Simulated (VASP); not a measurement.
Set up this calculation in VASP 6.6.1, as the native input.

| Item | Value |
| --- | --- |
| Task | single point |
| Functional | PBE |
| Potentials or basis | VASP PAW PBE potentials, release 64 (K_sv, Cl) |
| Cutoff | 520 eV |
| k mesh | 7 × 7 × 7 |
| Occupations | fermi-dirac, width 0.03 eV |
| Spin | no spin polarisation |
| Dipole correction | no |
| Further INCAR settings | ALGO = Normal; EDIFF = 1e-06; NBANDS = 15 |

The structure of KCl lies in POSCAR:

```
KCl
1.0
    0.0315610000      3.1561000000      3.1561000000
    3.1561000000      0.0315610000      3.1561000000
    3.1876610000      3.1876610000      0.0000000000
K Cl
1 1
Direct
    0.0000000000      0.0000000000      0.0000000000
    0.5000000000      0.5000000000      0.5000000000
```

This cell differs from its parent crystal: xy shear strain of +2 %.

One way to write it, as run:

INCAR

```
SYSTEM = KCl
PREC = Accurate
ENCUT = 520
EDIFF = 1E-6
ISMEAR = -1
SIGMA = 0.03
LREAL = .FALSE.
LASPH = .TRUE.
NELM = 80
ALGO = Normal
ISIF = 2
LWAVE = .FALSE.
LCHARG = .FALSE.
GGA = PE
NBANDS = 15
```

KPOINTS

```
Automatic mesh
0
G
  7 7 7
  0 0 0
```

Potentials or basis: VASP PAW PBE potentials, release 64 (K_sv, Cl).

Launch:

```sh
$ cat potpaw_PBE.64/K_sv/POTCAR potpaw_PBE.64/Cl/POTCAR > POTCAR
$ mpirun -np 1 vasp_std > vasp.out
```

It gave:

```yaml
Pressure: 0.6 GPa
Band_gap_on_the_k_mesh: 5.14 eV
```

Caveat: the cell differs from its parent crystal (xy shear strain of +2 %).

Run time: 48 s on 1 thread of AMD EPYC 7R13 Processor (Zen 3) (shared host), peak memory 0.2 GiB.
